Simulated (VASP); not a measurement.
Crystal: Sc2GeTe5.

```
Sc Ge Te
1.0
     2.46703   -4.19460    0.00000
     2.46703    4.19460    0.00000
     0.00000    0.00000   11.14885
Sc Ge Te
2 1 5
Direct
  0.75684 0.24316 0.50000
  0.24316 0.75684 0.50000
  0.00000 0.00000 0.00000
  0.17513 0.82487 0.24227
  0.82487 0.17513 0.24227
  0.17513 0.82487 0.75773
  0.82487 0.17513 0.75773
  0.50000 0.50000 0.50000
```

The cell was built from a structure type or drawn by symmetry, and may not be a known phase.

| Item | Value |
| --- | --- |
| Program | VASP 6.6.1 |
| Task | relaxation of cell and atoms |
| Functional | PBE |
| Potentials or basis | VASP PAW PBE potentials, release 64 (Sc_sv, Ge_d, Te) |
| Cutoff | 600 eV |
| k mesh | 4 × 4 × 2 |
| Occupations | gaussian, width 0.2 eV |
| Spin | no spin polarisation |

At the start: pressure 20.9 GPa; volume 28.84 Å³/atom.

Where does the relaxation end?

Over 36 steps the energy falls by 1102.9 meV/atom and the volume is 33.26 Å³/atom (+15.3 %); space group Cmmm (No. 65, to 0.1 Å) before and after.

Step by step:
```
step  energy change (eV)  largest force (eV/Å)  pressure (GPa)  volume (Å³)
   1              0.0000               12.4660           20.88       230.74
   2             -6.2711                0.5930           -4.29       369.25
   3             -7.5473                0.7800           -0.64       294.85
   4             -7.5464                0.7824           -0.50       293.51
   5             -7.7943                0.8385           -0.17       289.79
   6             -8.0414                1.1200            1.66       277.40
   7             -8.1576                0.9351            1.16       278.97
   8             -8.3310                0.5729           -0.18       283.53
   9             -8.3379                0.5519           -0.41       284.44
  10             -8.4071                0.4817           -0.42       283.09
  11             -8.5369                0.1942           -0.21       278.92
  12             -8.5462                0.0880           -0.02       277.08
  13             -8.5469                0.0779           -0.07       277.48
  14             -8.5568                0.0879            0.06       276.76
  15             -8.5642                0.1388            0.26       275.59
  16             -8.5732                0.1201            0.00       277.36
  17             -8.5777                0.1150           -0.33       279.65
  18             -8.5847                0.1213           -0.28       278.81
  19             -8.6006                0.1715           -0.10       276.26
  20             -8.6087                0.3119            0.27       271.05
  21             -8.6104                0.2681            0.16       272.69
  22             -8.6183                0.2774            0.11       272.37
  23             -8.6384                0.3219            0.00       271.41
  24             -8.6542                0.4475           -0.28       269.43
  25             -8.6723                0.4363           -0.21       267.79
  26             -8.6963                0.3980           -0.02       262.84
  27             -8.7325                0.3260            0.05       262.05
  28             -8.7722                0.1992            0.34       259.80
  29             -8.7980                0.1887            0.06       261.65
  30             -8.8001                0.1829           -0.02       262.33
  31             -8.8051                0.1551            0.06       262.22
  32             -8.8135                0.0898            0.25       261.94
  33             -8.8109                0.0808            0.68       261.38
  34             -8.8158                0.0340            0.40       261.73
  35             -8.8190                0.0313            0.28       262.83
  36             -8.8231                0.0393           -0.06       266.08
```

Final structure:
```cif
data_structure
_symmetry_space_group_name_H-M 'P 1'
_symmetry_Int_Tables_number 1
_cell_length_a 5.4615
_cell_length_b 5.4615
_cell_length_c 9.6574
_cell_angle_alpha 90.000
_cell_angle_beta 90.000
_cell_angle_gamma 112.528
_cell_volume 266.08
loop_
_atom_site_label
_atom_site_type_symbol
_atom_site_fract_x
_atom_site_fract_y
_atom_site_fract_z
_atom_site_occupancy
Sc1 Sc 0.81095 0.18905 0.50000 1
Sc2 Sc 0.18905 0.81095 0.50000 1
Ge1 Ge 0.00000 0.00000 0.00000 1
Te1 Te 0.24030 0.75970 0.20427 1
Te2 Te 0.75970 0.24030 0.20427 1
Te3 Te 0.24030 0.75970 0.79573 1
Te4 Te 0.75970 0.24030 0.79573 1
Te5 Te 0.50000 0.50000 0.50000 1
```

Caveat: the k points lie up to 0.33 Å⁻¹ apart in the final cell, too coarse for converged energies and pressures of a metal; the volume moved by over 15 % at a fixed basis, so the end points are rough; the relaxation stopped at a loose force limit of 0.08 eV/Å, so its end isn't a converged minimum.
